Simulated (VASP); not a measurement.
Runs of VASP 6.6.1 on Zr2B. The structure is that of space group P6/mmm (No. 191), or close to it. The cells are those of the table. 

```csv
task,cell,k mesh,cutoff (eV),gap on the mesh (eV),pressure (GPa),largest force (eV/Å)
single point,"a = 4.316, b = 4.316, c = 6.202 Å, angles 90.0, 90.0, 120.0°, 6 atoms",6 × 6 × 4,520,none,14.0,(a)
single point,"a = 4.528, b = 4.528, c = 5.764 Å, angles 90.0, 90.0, 120.0°, 6 atoms",12 × 12 × 8,520,none,0.1,0.05
single point,"a = 4.519, b = 4.519, c = 5.785 Å, angles 90.0, 90.0, 120.0°, 6 atoms",6 × 6 × 4,520,none,0.1,0.07
relaxation of cell and atoms,"relaxed from a = 4.316, b = 4.316, c = 6.202 Å, angles 90.0, 90.0, 120.0°, 6 atoms",6 × 6 × 4,600,none,-0.2,0.02
```

Alike in all rows: level PBE; potentials or basis VASP PAW PBE potentials, release 64 (Zr_sv, B); no spin polarisation; smearing gaussian 0.1 eV.

Problem. Fill in the values left out.

Solution. (a) 5.97.

Caveats: forces of over 1 eV/Å act on the atoms, so gaps and moduli don't describe the material at rest (some runs).

A k mesh can miss the band edges, and the runs leave out spin-orbit coupling on Zr.

A gap of «none» marks levels without a gap at the run's occupations.
